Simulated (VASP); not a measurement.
# AlCo (Fm-3m) in VASP: further runs, part 2 of 2

VASP 6.6.1.

### 4 Single point, PBE

This run uses another cell than the first one: it holds 8 atoms, not 2.

File INCAR:

```
SYSTEM = AlCo
ALGO = Fast
EDIFF = 1E-6
ENCUT = 520
GGA = PE
ISIF = 2
ISMEAR = 0
LASPH = .True.
LCHARG = .False.
LREAL = .False.
LWAVE = .False.
NBANDS = 34
NELM = 60
PREC = Accurate
SIGMA = 0.1
```

File KPOINTS:

```
k-points
0
Gamma
  8 4 4
  0 0 0
```

File POSCAR:

```
AlCo
1.0
    0.0000000000      2.3940203037      2.3940203037
    4.7880406074      2.3940203037     -2.3940203037
   -4.7880406074      2.3940203037     -2.3940203037
Al Co
4 4
Direct
    0.0000000000      0.0000000000      0.0000000000
    0.5000000000      0.5000000000      1.0000000000
    0.5000000000      0.0000000000      0.5000000000
    0.0000000000      0.5000000000      0.5000000000
    0.0000000000      0.2500000000      0.7500000000
    0.5000000000      0.7500000000      0.7500000000
    0.5000000000      0.2500000000      0.2500000000
    0.0000000000      0.7500000000      0.2500000000
```

Potentials or basis: VASP PAW PBE potentials, release 64 (Al, Co).

The run is started by

```
$ cat potpaw_PBE.64/Al/POTCAR potpaw_PBE.64/Co/POTCAR > POTCAR
$ mpirun -np 1 vasp_std > vasp.out
```

OUTCAR:

```text
SYSTEM = AlCo
   EDIFF = 1E-6
   ENCUT = 520
   GGA = PE
   ISIF = 2
   ISMEAR = 0
   LASPH = .True.
   LREAL = .False.
   NELM = 60
   PREC = Accurate

 ion  position               nearest neighbor table
   1  0.000  0.000  0.000-   5 2.39   6 2.39   7 2.39   8 2.39   6 2.39   7 2.39
   2  0.500  0.500  0.000-   5 2.39   6 2.39   7 2.39   8 2.39   5 2.39   8 2.39
   3  0.500  0.000  0.500-   5 2.39   6 2.39   7 2.39   8 2.39   5 2.39   8 2.39
   4  0.000  0.500  0.500-   5 2.39   6 2.39   7 2.39   8 2.39   6 2.39   7 2.39
   5  0.000  0.250  0.750-   1 2.39   2 2.39   3 2.39   4 2.39   2 2.39   3 2.39
   6  0.500  0.750  0.750-   1 2.39   2 2.39   3 2.39   4 2.39   1 2.39   4 2.39
   7  0.500  0.250  0.250-   1 2.39   2 2.39   3 2.39   4 2.39   1 2.39   4 2.39
   8  0.000  0.750  0.250-   1 2.39   2 2.39   3 2.39   4 2.39   2 2.39   3 2.39

  LATTYP: Found a base centered orthorhombic cell.
 ALAT       =     6.7713119642
 B/A-ratio  =     1.4142135624
 C/A-ratio  =     0.5000000000

  Lattice vectors:

 A1 = (   4.7880406074,   2.3940203037,  -2.3940203037)
 A2 = (  -4.7880406074,   2.3940203037,  -2.3940203037)
 A3 = (   0.0000000000,   2.3940203037,   2.3940203037)

Analysis of symmetry for initial positions (statically):
[... 206 lines left out ...]
      3       3.1506      2.00000
      4       3.1513      2.00000
      5       3.1513      2.00000
      6       3.4318      2.00000
[... 877 lines left out ...]
     33      12.3569      0.00000
     34      13.4728      0.00000

 [... further k-points ...]

------------------------ aborting loop because EDIFF is reached ----------------------------------------

  FORCE on cell =-STRESS in cart. coord.  units (eV):
  Direction    XX          YY          ZZ          XY          YZ          ZX
  --------------------------------------------------------------------------------------
  -------------------------------------------------------------------------------------
  Total       -0.1938621     -0.1292684     -0.1292684      0.0000000     -0.2128737     -0.0000000
  in kB       -2.8296320     -1.8868155     -1.8868155      0.0000000     -3.1071284     -0.0000000
  external PRESSURE =      -2.2010877 kB  Pullay stress =       0.0000000 kB

 VOLUME and BASIS-vectors are now :
 -----------------------------------------------------------------------------
  energy-cutoff  :      520.00
  volume of cell :      109.77
      direct lattice vectors                 reciprocal lattice vectors
     0.000000000  2.394020304  2.394020304     0.000000000  0.208853701  0.208853701
     4.788040607  2.394020304 -2.394020304     0.104426850  0.104426850 -0.104426850
    -4.788040607  2.394020304 -2.394020304    -0.104426850  0.104426850 -0.104426850

 POSITION                                       TOTAL-FORCE (eV/Angst)
 -----------------------------------------------------------------------------------
      0.00000      0.00000      0.00000        -0.000000      0.000000      0.000000
      2.39402      2.39402      0.00000        -0.000000      0.000000      0.000000
     -2.39402      2.39402      0.00000        -0.000000     -0.000000     -0.000000
      0.00000      2.39402     -2.39402        -0.000000     -0.000000     -0.000000
     -2.39402      2.39402     -2.39402         0.000000     -0.000000     -0.000000
      0.00000      4.78804     -2.39402        -0.000000      0.000000     -0.000000
      0.00000      2.39402      0.00000         0.000000     -0.000000      0.000000
      2.39402      2.39402     -2.39402        -0.000000      0.000000      0.000000
 -----------------------------------------------------------------------------------
    total drift:                                0.000000      0.000000     -0.000000

  FREE ENERGIE OF THE ION-ELECTRON SYSTEM (eV)
  ---------------------------------------------------
  free  energy   TOTEN  =       -41.3355100646 eV

  energy  without entropy=      -41.3072502008  energy(sigma->0) =      -41.32138013
```

OSZICAR:

```text
N       E                     dE             d eps       ncg     rms          rms(c)
DAV:   1     0.292031709317E+03    0.29203E+03   -0.19287E+04  2380   0.148E+03
DAV:   2    -0.263572698766E+02   -0.31839E+03   -0.30369E+03  2380   0.320E+02
DAV:   3    -0.440793898427E+02   -0.17722E+02   -0.15746E+02  2722   0.961E+01
DAV:   4    -0.446357866537E+02   -0.55640E+00   -0.54708E+00  2828   0.152E+01
DAV:   5    -0.446563614879E+02   -0.20575E-01   -0.20564E-01  2962   0.276E+00    0.183E+01
RMM:   6    -0.528499901831E+02   -0.81936E+01   -0.99504E+01  2429   0.899E+01    0.284E+01
RMM:   7    -0.412996835399E+02    0.11550E+02   -0.34787E+01  2380   0.612E+01    0.224E+00
RMM:   8    -0.413443861706E+02   -0.44703E-01   -0.69622E-01  2428   0.584E+00    0.158E+00
RMM:   9    -0.413387723275E+02    0.56138E-02   -0.18876E-01  2460   0.203E+00    0.474E-01
RMM:  10    -0.413356978068E+02    0.30745E-02   -0.56144E-03  2606   0.500E-01    0.254E-01
RMM:  11    -0.413366677268E+02   -0.96992E-03   -0.89377E-03  2651   0.692E-01    0.308E-01
RMM:  12    -0.413354285454E+02    0.12392E-02   -0.39410E-03  2492   0.634E-01    0.343E-02
RMM:  13    -0.413355025131E+02   -0.73968E-04   -0.72761E-04  2932   0.120E-01    0.493E-02
RMM:  14    -0.413355086459E+02   -0.61328E-05   -0.11569E-04  3259   0.545E-02    0.730E-02
RMM:  15    -0.413355111426E+02   -0.24967E-05   -0.20216E-05  2852   0.269E-02    0.380E-02
RMM:  16    -0.413355099933E+02    0.11493E-05   -0.60352E-06  2368   0.171E-02    0.210E-02
RMM:  17    -0.413355100646E+02   -0.71294E-07   -0.24102E-06  1529   0.842E-03
   1 F= -.41335510E+02 E0= -.41321380E+02  d E =-.282599E-01
```

It took 4.3 min on 1 thread of AMD EPYC 7R13, shared host; peak memory 0.27 GiB.

What came out:

```yaml
Free_energy: -41.3355 eV
Pressure: -0.2 GPa
Band_gap_on_the_k_mesh: zero (bands 24 and 25 overlap by 0.13 eV)
```

Levels at points of the mesh, in eV from the Fermi level:
```tsv
k point	band 21	band 22	band 23	band 24	band 25	band 26	band 27	band 28
(0.00, 0.00, 0.00)	-0.55	-0.55	-0.37	-0.36	0.14	0.14	0.64	2.03
(0.50, 0.00, 0.00)	-0.36	-0.36	0.13	0.13	0.48	0.48	0.49	0.49
(0.00, 0.50, 0.00)	-0.51	-0.51	-0.44	-0.44	0.27	0.27	2.64	2.64
(0.50, 0.50, 0.00)	-0.44	-0.44	-0.44	-0.44	0.27	0.27	0.27	0.27
(0.00, 0.50, 0.50)	-0.83	-0.83	-0.44	-0.44	1.58	1.58	1.99	1.99
(0.50, 0.50, 0.50)	-0.37	-0.37	-0.36	-0.36	0.14	0.14	0.65	0.65
```

Caveat: the run has no spin polarisation, though such a crystal can be magnetic. Spin polarisation is off, so any magnetic state and its effect on volume and gap are missing.
